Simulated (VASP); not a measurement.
# Ta2SiO3 (P6/mmm) in VASP: single point with PBE

Aim: the single point of Ta2SiO3 with PBE.

Everything below comes from runs of VASP 6.6.1. Logs are shortened: lines on timing, memory, paths and dates and some standing lists are left out, and cuts for length are marked.

### Step 1. The cell of the first run

Symmetry: P6/mmm, No. 191, hexagonal system. The conventional cell has a = 5.129 Å, b = 5.129 Å, c = 3.133 Å, α = 90.00°, β = 90.00°, γ = 120.00°. Ta (site symmetry -6m2) has 6 O at 2.16 Å and 3 Ta at 2.96 Å and 3 Si at 2.96 Å within 3.0 Å. Si (site symmetry 6/mmm) has 6 Ta at 2.96 Å and 12 O at 3.01 Å and 2 Si at 3.13 Å within 3.9 Å. O (site symmetry mmm) has 4 Ta at 2.16 Å and 6 O at 2.56 to 3.13 Å and 4 Si at 3.01 Å within 3.2 Å.

The cell was generated, and may not be a known phase.

### Step 2. Single point, PBE

INCAR reads:

```
SYSTEM = Ta2SiO3
PREC = Accurate
ENCUT = 700
EDIFF = 1E-6
ISMEAR = 0
SIGMA = 0.15
LREAL = .False.
LASPH = .True.
NELM = 120
ALGO = Normal
ISIF = 2
LWAVE = .False.
LCHARG = .False.
GGA = PE
NBANDS = 33
GGA_COMPAT = .False.
```

KPOINTS reads:

```
Automatic mesh
0
Gamma
  3 3 4
  0 0 0
```

POSCAR reads:

```
Ta2SiO3
1.0
    5.1286051398      0.0000000000      0.0000000000
   -2.5643025699      4.4415023371      0.0000000000
    0.0000000000      0.0000000000      3.1333160305
Ta Si O
2 1 3
Direct
    0.3333333333      0.6666666667      0.0000000000
    0.6666666667      0.3333333333      0.0000000000
    0.0000000000      0.0000000000      0.0000000000
    0.5000000000      0.0000000000      0.5000000000
    0.5000000000      0.5000000000      0.5000000000
    0.0000000000      0.5000000000      0.5000000000
```

Potentials or basis: VASP PAW PBE potentials, release 64 (Ta_sv_GW, Si, O).

Command:

```console
$ cat potpaw_PBE.64/Ta_sv_GW/POTCAR potpaw_PBE.64/Si/POTCAR potpaw_PBE.64/O/POTCAR > POTCAR
$ mpirun -np 1 vasp_std > vasp.out
```

OUTCAR:

```text
SYSTEM = Ta2SiO3
   PREC = Accurate
   ENCUT = 700
   EDIFF = 1E-6
   ISMEAR = 0
   LREAL = .False.
   LASPH = .True.
   NELM = 120
   ISIF = 2
   GGA = PE

 ion  position               nearest neighbor table
   1  0.333  0.667  0.000-   6 2.16   6 2.16   4 2.16   4 2.16   5 2.16   5 2.16   3 2.96   2 2.96
                             2 2.96   3 2.96   3 2.96   2 2.96
   2  0.667  0.333  0.000-   6 2.16   6 2.16   4 2.16   4 2.16   5 2.16   5 2.16   1 2.96   3 2.96
                             1 2.96   3 2.96   3 2.96   1 2.96
   3  0.000  0.000  0.000-   1 2.96   2 2.96   2 2.96   1 2.96   2 2.96   1 2.96
   4  0.500  0.000  0.500-   1 2.16   2 2.16   1 2.16   2 2.16
   5  0.500  0.500  0.500-   1 2.16   2 2.16   1 2.16   2 2.16
   6  0.000  0.500  0.500-   1 2.16   2 2.16   1 2.16   2 2.16

  LATTYP: Found a hexagonal cell.
 ALAT       =     5.1286051398
 C/A-ratio  =     0.6109489705

  Lattice vectors:

 A1 = (   5.1286051398,   0.0000000000,   0.0000000000)
 A2 = (  -2.5643025699,   4.4415023371,   0.0000000000)
 A3 = (   0.0000000000,   0.0000000000,   3.1333160305)

Analysis of symmetry for initial positions (statically):
=====================================================================
 Subroutine PRICEL returns:
 Original cell was already a primitive cell.

 Routine SETGRP: Setting up the symmetry group for a
 hexagonal supercell.

 Subroutine GETGRP returns: Found 24 space group operations
 (whereof 24 operations were pure point group operations)
 out of a pool of 24 trial point group operations.

The static configuration has the point symmetry D_6h.

Analysis of symmetry for dynamics (positions and initial velocities):
=====================================================================
 Subroutine PRICEL returns:
 Original cell was already a primitive cell.

 Routine SETGRP: Setting up the symmetry group for a
 hexagonal supercell.

 Subroutine GETGRP returns: Found 24 space group operations
 (whereof 24 operations were pure point group operations)
 out of a pool of 24 trial point group operations.

The dynamic configuration has the point symmetry D_6h.

 Subroutine INISYM returns: Found 24 space group operations
 (whereof 24 operations are pure point group operations),
 and found     1 'primitive' translations

----------------------------------------------------------------------------------------

                                     Primitive cell

  volume of cell :      71.3729

  direct lattice vectors                    reciprocal lattice vectors
[... 84 lines left out ...]
   NFREE  =      0    steps in history (QN), initial steepest desc. (CG)
   ISIF   =      2    stress and relaxation
   ISYM   =      2    0-nonsym 1-usesym 2-fastsym
   POTIM  = 0.5000    time-step for ionic-motion
   TEBEG  =    0.0;   TEEND  =   0.0 temperature during run
   PSTRESS=    0.0 pullay stress
   NELECT =      48.0000    total number of electrons
   NUPDOWN=      -1.0000    fix difference up-down
   EMIN   =  10.00;   EMAX   =-10.00  energy-range for DOS
   EFERMI =   0.00;   METHOD = LEGACY
   ISMEAR =     0;   SIGMA  =   0.15  broadening in eV -4-tet -1-fermi 0-gaus
   EFERMI_NEDOS =   21; number of points for ismear=-14 and -15
   IALGO  =     38    algorithm
   IMIX   =      4    mixing-type and parameters
     AMIX     =   0.40;   BMIX     =  1.00
     AMIX_MAG =   1.60;   BMIX_MAG =  1.00
  volume/ion in A,a.u.               =      11.90        80.27
  Fermi-wavevector in a.u.,A,eV,Ry     =   1.434314  2.710460 27.990661  2.057256
  Thomas-Fermi vector in A             =   2.553736
   LORBIT       =      0    0 simple, 1 ext, 2 COOP (PROOUT), +10 PAW based schemes
   GGA     = PE    functional components
   LHFCALC =     F    Hartree Fock is set to
   AEXX    =    0.0000 exact exchange contribution
   IVDW    =     0    specifies the selected vdW correction
   LEPSILON=     F    determine dielectric tensor
   LRPA    =     F    only Hartree local field effects (RPA)
 non-spin polarized calculation
 Gauss-broadening in eV      SIGMA  =   0.15
  energy-cutoff  :      700.00
  volume of cell :       71.37
 maximum number of plane-waves:      3050
 NGX is ok and might be reduce to    48
   NGX = 23   NGY = 23   NGZ = 13

 number of electron      47.9999996 magnetization

 Free energy of the ion-electron system (eV)
  ---------------------------------------------------
  ext. energy  EPLUGINS =         0.00000000
  ---------------------------------------------------
  free energy    TOTEN  =       -57.18317652 eV

  energy without entropy =      -57.15493616  energy(sigma->0) =      -57.16905634

 E-fermi :  10.0176     XC(G=0): -12.3276

 val. band max:        9.8673595778   @ k =   0.0000   0.0000   0.0000
 cond. band min:      10.0776923937   @ k =   0.3333   0.3333   0.2500
 fundamental gap:      0.2103328159
 Fermi energy:        10.0176429381

 k-point     1 :       0.0000    0.0000    0.0000
  band No.  band energies     occupation
      1     -59.9482      2.00000
      2     -59.8981      2.00000
      3     -26.5757      2.00000
      4     -26.5757      2.00000
      5     -26.3511      2.00000
      6     -26.2209      2.00000
[... 313 lines left out ...]
     32      15.0833      0.00000
     33      15.1453      0.00000

------------------------ aborting loop because EDIFF is reached ----------------------------------------

  FORCE on cell =-STRESS in cart. coord.  units (eV):
  Direction    XX          YY          ZZ          XY          YZ          ZX
  --------------------------------------------------------------------------------------
  -------------------------------------------------------------------------------------
  Total        0.1714020      0.1714020     -0.1897648      0.0000000     -0.0000000      0.0000000
  in kB        3.8476293      3.8476293     -4.2598354      0.0000000     -0.0000000      0.0000000
  external PRESSURE =       1.1451410 kB  Pullay stress =       0.0000000 kB

 VOLUME and BASIS-vectors are now :
 -----------------------------------------------------------------------------
  energy-cutoff  :      700.00
  volume of cell :       71.37
      direct lattice vectors                 reciprocal lattice vectors
     5.128605140  0.000000000  0.000000000     0.194984791  0.112574521  0.000000000
    -2.564302570  4.441502337  0.000000000     0.000000000  0.225149043  0.000000000
     0.000000000  0.000000000  3.133316031     0.000000000  0.000000000  0.319150699

 POSITION                                       TOTAL-FORCE (eV/Angst)
 -----------------------------------------------------------------------------------
     -0.00000      2.96100      0.00000         0.000000      0.000000     -0.000000
      2.56430      1.48050      0.00000        -0.000000      0.000000      0.000000
      0.00000      0.00000      0.00000         0.000000      0.000000     -0.000000
      2.56430      0.00000      1.56666         0.000000      0.000000     -0.000000
      1.28215      2.22075      1.56666         0.000000      0.000000     -0.000000
     -1.28215      2.22075      1.56666         0.000000      0.000000     -0.000000
 -----------------------------------------------------------------------------------
    total drift:                               -0.000000      0.000000     -0.000000

  FREE ENERGIE OF THE ION-ELECTRON SYSTEM (eV)
  ---------------------------------------------------
  free  energy   TOTEN  =       -57.1831765215 eV

  energy  without entropy=      -57.1549361632  energy(sigma->0) =      -57.16905634
```

stdout:

```text
POSCAR found type information on POSCAR TaSiO
 POSCAR found :  3 types and       6 ions
 scaLAPACK will be used
 LDA part: xc-table for (Slater+PW92), standard interpolation
 POSCAR, INCAR and KPOINTS ok, starting setup
 FFT: planning ... GRIDC
 FFT: planning ... GRID_SOFT
 FFT: planning ... GRID
 WAVECAR not read
 entering main loop
```

It took 74 s on 1 thread of Intel Xeon Platinum 8259CL at 2.50GHz (Skylake/Cascade Lake), shared host; peak memory 0.25 GiB.

What came out:

- Free energy: -57.1832 eV
- Pressure: 0.1 GPa
- Band gap on the k mesh: zero (bands 24 and 25 overlap by 0.06 eV)

Levels at points of the mesh, in eV from the Fermi level:
```tsv
k point	band 22	band 23	band 24	band 25	band 26	band 27
(0.00, 0.00, 0.00)	-2.34	-0.15	-0.15	0.15	0.15	1.04
(0.00, 0.00, 0.50)	-3.14	-3.14	-1.79	1.05	2.12	2.12
```

Caveat: the k points lie up to 0.50 Å⁻¹ apart; spin-orbit coupling is left out, which moves the levels of the heavy elements.

The gap in the log of VASP goes by the Fermi energy; the results here count the filled bands.